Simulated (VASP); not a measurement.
# Rb2Tl4SnHg (I-42m) in VASP: further runs

Rb2Tl4SnHg is run at these levels: PBE; tasks: single point, relaxation of cell and atoms.

Everything below comes from runs of VASP 6.6.1. Logs are shortened: lines on timing, memory, paths and dates and some standing lists are left out, and cuts for length are marked.

**1. The cell of the first run**

The structure is tetragonal, space group I-42m (No. 121). The conventional cell has a = 7.506 Å, b = 7.506 Å, c = 10.677 Å, α = 90.00°, β = 90.00°, γ = 90.00°. Within 4.4 Å of Hg (site symmetry -42m) lie 8 Tl at 3.26 to 4.39 Å and 4 Rb at 3.75 Å. Tl (site symmetry m) has 1 Sn at 3.14 Å and 1 Hg at 3.26 Å and 5 Tl at 3.53 to 3.96 Å and 4 Rb at 3.82 to 3.92 Å within 4.1 Å. Within 4.1 Å of Sn (site symmetry -42m) lie 4 Tl at 3.14 Å and 4 Rb at 3.75 Å. Within 4.9 Å of Rb (site symmetry 222) lie 2 Hg at 3.75 Å and 2 Sn at 3.75 Å and 8 Tl at 3.82 to 3.92 Å.

**2. Single point, PBE**

The input, INCAR:

```
SYSTEM = Rb2Tl4SnHg
PREC = Accurate
ENCUT = 520
EDIFF = 1E-7
ISMEAR = -1
SIGMA = 0.1
LREAL = .FALSE.
LASPH = .TRUE.
NELM = 100
ALGO = Normal
ISIF = 2
LWAVE = .FALSE.
LCHARG = .FALSE.
GGA = PE
NBANDS = 58
```

The input, KPOINTS:

```
Automatic mesh
0
G
  3 3 3
  0 0 0
```

The input, POSCAR:

```
Rb2Tl4SnHg
1.0
   -3.7530843896      3.7530843896      5.3386927746
    3.7530843896     -3.7530843896      5.3386927746
    3.7530843896      3.7530843896     -5.3386927746
Hg Tl Sn Rb
1 4 1 2
Direct
    0.0000000000      0.0000000000      0.0000000000
    0.4233901004      0.4233901004      0.3327590684
    0.5766098996      0.9093689681      0.0000000000
    0.0906310319      0.0906310319      0.6672409316
    0.9093689681      0.5766098996      0.0000000000
    0.5000000000      0.5000000000      0.0000000000
    0.0000000000      0.5000000000      0.5000000000
    0.5000000000      0.0000000000      0.5000000000
```

Potentials or basis: VASP PAW PBE potentials, release 64 (Hg, Tl_d, Sn_d, Rb_sv).

Run with:

```console
> cat potpaw_PBE.64/Hg/POTCAR potpaw_PBE.64/Tl_d/POTCAR potpaw_PBE.64/Sn_d/POTCAR potpaw_PBE.64/Rb_sv/POTCAR > POTCAR
> mpirun -np 1 vasp_std > vasp.out
```

OUTCAR:

```text
SYSTEM = Rb2Tl4SnHg
   PREC = Accurate
   ENCUT = 520
   EDIFF = 1E-7
   ISMEAR = -1
   LREAL = .FALSE.
   LASPH = .TRUE.
   NELM = 100
   ISIF = 2
   GGA = PE

 ion  position               nearest neighbor table
   1  0.000  0.000  0.000-   4 3.26   3 3.26   5 3.26   2 3.26   7 3.75   8 3.75   7 3.75   8 3.75

   2  0.423  0.423  0.333-   6 3.14   1 3.26   4 3.53   8 3.82   7 3.82   8 3.92   7 3.92   3 3.96
                             5 3.96   5 3.96   3 3.96
   3  0.577  0.909  0.000-   6 3.14   1 3.26   5 3.53   7 3.82   8 3.82   7 3.92   8 3.92   4 3.96
                             2 3.96   4 3.96   2 3.96
   4  0.091  0.091  0.667-   6 3.14   1 3.26   2 3.53   7 3.82   8 3.82   7 3.92   8 3.92   5 3.96
                             3 3.96   5 3.96   3 3.96
   5  0.909  0.577  0.000-   6 3.14   1 3.26   3 3.53   8 3.82   7 3.82   8 3.92   7 3.92   4 3.96
                             2 3.96   4 3.96   2 3.96
   6  0.500  0.500  0.000-   2 3.14   3 3.14   5 3.14   4 3.14   7 3.75   8 3.75   8 3.75   7 3.75

   7  0.000  0.500  0.500-   1 3.75   6 3.75   1 3.75   6 3.75   2 3.82   3 3.82   5 3.82   4 3.82
                             4 3.92   3 3.92   5 3.92   2 3.92   8 5.31   8 5.31   8 5.31   8 5.31
   8  0.500  0.000  0.500-   1 3.75   6 3.75   6 3.75   1 3.75   2 3.82   5 3.82   3 3.82   4 3.82
                             4 3.92   5 3.92   3 3.92   2 3.92   7 5.31   7 5.31   7 5.31   7 5.31

  LATTYP: Found a body centered tetragonal cell.
 ALAT       =     7.5061687792
 C/A-ratio  =     1.4224814101

  Lattice vectors:

 A1 = (  -3.7530843896,   3.7530843896,   5.3386927746)
 A2 = (   3.7530843896,  -3.7530843896,   5.3386927746)
 A3 = (   3.7530843896,   3.7530843896,  -5.3386927746)

Analysis of symmetry for initial positions (statically):
=====================================================================
 Subroutine PRICEL returns:
 Original cell was already a primitive cell.

 Routine SETGRP: Setting up the symmetry group for a
 body centered tetragonal supercell.

 Subroutine GETGRP returns: Found  8 space group operations
 (whereof  8 operations were pure point group operations)
 out of a pool of 16 trial point group operations.

The static configuration has the point symmetry D_2d.

Analysis of symmetry for dynamics (positions and initial velocities):
=====================================================================
 Subroutine PRICEL returns:
 Original cell was already a primitive cell.

 Routine SETGRP: Setting up the symmetry group for a
 body centered tetragonal supercell.

 Subroutine GETGRP returns: Found  8 space group operations
 (whereof  8 operations were pure point group operations)
 out of a pool of 16 trial point group operations.

The dynamic configuration has the point symmetry D_2d.

 Subroutine INISYM returns: Found  8 space group operations
 (whereof  8 operations are pure point group operations),
 and found     1 'primitive' translations

----------------------------------------------------------------------------------------

                                     Primitive cell

  volume of cell :     300.7957

  direct lattice vectors                    reciprocal lattice vectors
    -3.753084390  3.753084390  5.338692775     0.000000000  0.133223756  0.093655886
     3.753084390 -3.753084390  5.338692775     0.133223756  0.000000000  0.093655886
     3.753084390  3.753084390 -5.338692775     0.133223756  0.133223756  0.000000000

  length of vectors
     7.528142228  7.528142228  7.528142228     0.162849606  0.162849606  0.188406843

  position of ions in fractional coordinates (direct lattice)
     0.000000000  0.000000000  0.000000000
     0.423390100  0.423390100  0.332759068
     0.576609900  0.909368968  0.000000000
     0.090631032  0.090631032  0.667240932
     0.909368968  0.576609900  0.000000000
     0.500000000  0.500000000  0.000000000
     0.000000000  0.500000000  0.500000000
     0.500000000  0.000000000  0.500000000

  ion indices of the primitive-cell ions
   primitive index   ion index
                 1           1
                 2           2
                 3           3
                 4           4
                 5           5
                 6           6
                 7           7
                 8           8

----------------------------------------------------------------------------------------

 KPOINTS: Automatic mesh

Automatic generation of k-mesh.
 Grid dimensions read from file:
 generate k-points for:    3    3    3

 Generating k-lattice:

  Cartesian coordinates                     Fractional coordinates (reciprocal lattice)
     0.000000000  0.044407919  0.031218629     0.333333333 -0.000000000  0.000000000
     0.044407919  0.000000000  0.031218629    -0.000000000  0.333333333  0.000000000
     0.044407919  0.044407919  0.000000000     0.000000000  0.000000000  0.333333333

  Length of vectors
     0.054283202  0.054283202  0.062802281

  Shift w.r.t. Gamma in fractional coordinates (k-lattice)
     0.000000000  0.000000000  0.000000000

 Subroutine IBZKPT returns following result:
 ===========================================

 Found      6 irreducible k-points:

 Following reciprocal coordinates:
            Coordinates               Weight
  0.000000  0.000000  0.000000      1.000000
  0.333333  0.000000 -0.000000      8.000000
  0.333333  0.333333 -0.000000      8.000000
 -0.333333  0.333333  0.000000      4.000000
 -0.333333  0.333333  0.333333      4.000000
 -0.333333 -0.333333  0.333333      2.000000
   k-points           NKPTS =      6   k-points in BZ     NKDIM =      6   number of bands    NBANDS=     58
   number of dos      NEDOS =    301   number of ions     NIONS =      8
   total plane-waves  NPLWV = 175616
   dimension x,y,z NGX =    56 NGY =   56 NGZ =   56
   dimension x,y,z NGXF=   112 NGYF=  112 NGZF=  112
   ions per type =               1   4   1   2
   NGX,Y,Z   is equivalent  to a cutoff of  12.37, 12.37, 12.37 a.u.
   NGXF,Y,Z  is equivalent  to a cutoff of  24.73, 24.73, 24.73 a.u.
 SYSTEM =  Rb2Tl4SnHg
   PREC   = accura    normal or accurate (medium, high low for compatibility)
   ISTART =      0    job   : 0-new  1-cont  2-samecut
   ICHARG =      2    charge: 1-file 2-atom 10-const
   ISPIN  =      1    spin polarized calculation?
   LNONCOLLINEAR =      F non collinear calculations
   LSORBIT =      F    spin-orbit coupling
   LASPH  =      T    aspherical Exc in radial PAW
   ENCUT  =  520.0 eV  38.22 Ry    6.18 a.u.  14.00 14.00 14.00*2*pi/ulx,y,z
   NELM   =    100;   NELMIN=  2; NELMDL= -5     # of ELM steps
   EDIFF  = 0.1E-06   stopping-criterion for ELM
   LREAL  =      F    real-space projection
   EDIFFG = 0.1E-05   stopping-criterion for IOM
   NSW    =      0    number of steps for IOM
   IBRION =     -1    ionic relax: 0-MD 1-quasi-New 2-CG
   NFREE  =      0    steps in history (QN), initial steepest desc. (CG)
   ISIF   =      2    stress and relaxation
   ISYM   =      2    0-nonsym 1-usesym 2-fastsym
   POTIM  = 0.5000    time-step for ionic-motion
   TEBEG  =    0.0;   TEEND  =   0.0 temperature during run
   PSTRESS=    0.0 pullay stress
   NELECT =      96.0000    total number of electrons
   NUPDOWN=      -1.0000    fix difference up-down
   EMIN   =  10.00;   EMAX   =-10.00  energy-range for DOS
   EFERMI =   0.00;   METHOD = LEGACY
   ISMEAR =    -1;   SIGMA  =   0.10  broadening in eV -4-tet -1-fermi 0-gaus
   EFERMI_NEDOS =   21; number of points for ismear=-14 and -15
   IALGO  =     38    algorithm
   IMIX   =      4    mixing-type and parameters
     AMIX     =   0.40;   BMIX     =  1.00
     AMIX_MAG =   1.60;   BMIX_MAG =  1.00
  volume/ion in A,a.u.               =      37.60       253.73
  Fermi-wavevector in a.u.,A,eV,Ry     =   1.118771  2.114172 17.029727  1.251650
  Thomas-Fermi vector in A             =   2.255405
   LORBIT       =      0    0 simple, 1 ext, 2 COOP (PROOUT), +10 PAW based schemes
   GGA     = PE    functional components
   LHFCALC =     F    Hartree Fock is set to
   AEXX    =    0.0000 exact exchange contribution
   IVDW    =     0    specifies the selected vdW correction
   LEPSILON=     F    determine dielectric tensor
   LRPA    =     F    only Hartree local field effects (RPA)
 non-spin polarized calculation
  energy-cutoff  :      520.00
  volume of cell :      300.80
 maximum number of plane-waves:      8110
   NGX = 27   NGY = 27   NGZ = 27

 number of electron      95.9999998 magnetization

 Free energy of the ion-electron system (eV)
  ---------------------------------------------------
  ext. energy  EPLUGINS =         0.00000000
  ---------------------------------------------------
  free energy    TOTEN  =       -15.12967675 eV

  energy without entropy =      -14.94566524  energy(sigma->0) =      -15.03767100

 E-fermi :   3.1811     XC(G=0):  -8.5571

 val. band max:        3.0636897599   @ k =  -0.3333   0.3333   0.0000
 cond. band min:       3.1958773682   @ k =  -0.3333   0.3333   0.3333
 fundamental gap:      0.1321876083
 Fermi energy:         3.1810577646

 k-point     1 :       0.0000    0.0000    0.0000
  band No.  band energies     occupation
      1     -24.3007      2.00000
      2     -24.2984      2.00000
      3     -17.6613      2.00000
      4     -17.6527      2.00000
      5     -17.6527      2.00000
      6     -17.6403      2.00000
[... 50 lines left out ...]
     57       7.4539      0.00000
     58       7.8239      0.00000

 k-point     2 :       0.3333    0.0000   -0.0000
  band No.  band energies     occupation
      1     -24.3000      2.00000
      2     -24.2989      2.00000
      3     -17.6614      2.00000
      4     -17.6526      2.00000
      5     -17.6526      2.00000
      6     -17.6405      2.00000
[... 50 lines left out ...]
     57       7.1405      0.00000
     58       7.7459      0.00000
[... 181 lines left out ...]
     57       6.8700      0.00000
     58       6.9098      0.00000

 k-point     6 :      -0.3333   -0.3333    0.3333
  band No.  band energies     occupation
      1     -24.3001      2.00000
      2     -24.2989      2.00000
      3     -17.6613      2.00000
      4     -17.6526      2.00000
      5     -17.6526      2.00000
      6     -17.6403      2.00000
[... 50 lines left out ...]
     57       7.2395      0.00000
     58       7.2396      0.00000

------------------------ aborting loop because EDIFF is reached ----------------------------------------

  FORCE on cell =-STRESS in cart. coord.  units (eV):
  Direction    XX          YY          ZZ          XY          YZ          ZX
  --------------------------------------------------------------------------------------
  -------------------------------------------------------------------------------------
  Total       -0.0298076     -0.0298076     -0.0267970      0.0000000      0.0000000      0.0000000
  in kB       -0.1587690     -0.1587690     -0.1427334      0.0000000      0.0000000      0.0000000
  external PRESSURE =      -0.1534238 kB  Pullay stress =       0.0000000 kB

 VOLUME and BASIS-vectors are now :
 -----------------------------------------------------------------------------
  energy-cutoff  :      520.00
  volume of cell :      300.80
      direct lattice vectors                 reciprocal lattice vectors
    -3.753084390  3.753084390  5.338692775     0.000000000  0.133223756  0.093655886
     3.753084390 -3.753084390  5.338692775     0.133223756  0.000000000  0.093655886
     3.753084390  3.753084390 -5.338692775     0.133223756  0.133223756  0.000000000

 POSITION                                       TOTAL-FORCE (eV/Angst)
 -----------------------------------------------------------------------------------
      0.00000      0.00000      0.00000        -0.000000      0.000000     -0.000000
      1.24887      1.24887      2.74420         0.002017      0.002017      0.000439
      1.24887     -1.24887      7.93318         0.002017     -0.002017     -0.000439
      2.50421      2.50421     -2.59449        -0.002017     -0.002017      0.000439
     -1.24887      1.24887      7.93318        -0.002017      0.002017     -0.000439
      0.00000      0.00000      5.33869        -0.000000     -0.000000     -0.000000
      3.75308      0.00000      0.00000        -0.000000     -0.000000     -0.000000
      0.00000      3.75308      0.00000        -0.000000     -0.000000     -0.000000
 -----------------------------------------------------------------------------------
    total drift:                                0.000000      0.000000     -0.000000

  FREE ENERGIE OF THE ION-ELECTRON SYSTEM (eV)
  ---------------------------------------------------
  free  energy   TOTEN  =       -15.1296767528 eV

  energy  without entropy=      -14.9456652383  energy(sigma->0) =      -15.03767100
```

Run time: 73 s. Hardware: 1 thread of Intel Xeon 6975P-C (Granite Rapids), shared host; peak memory 0.49 GiB.

What came out:

* Free energy: -15.1297 eV
* Pressure: 0.0 GPa
* Band gap on the k mesh: zero (bands 48 and 49 overlap by 0.23 eV)

Forces on the atoms (eV/Å):
```
Hg   0.000  0.000  0.000
Tl   0.002  0.002  0.000
Tl   0.002 -0.002  0.000
Tl  -0.002 -0.002  0.000
Tl  -0.002  0.002  0.000
Sn   0.000  0.000  0.000
Rb   0.000  0.000  0.000
Rb   0.000  0.000  0.000
```

Levels at points of the mesh, in eV from the Fermi level:
```tsv
k point	band 44	band 45	band 46	band 47	band 48	band 49	band 50	band 51	band 52	band 53
(0.00, 0.00, 0.00)	-3.02	-1.26	-0.90	-0.90	-0.75	-0.19	0.02	0.02	1.56	3.46
```

Caveat: spin-orbit coupling is left out, which moves the levels of the heavy elements.

(Part 1 of 2 ends here.)

The gap in the log of VASP goes by the Fermi energy; the results here count the filled bands.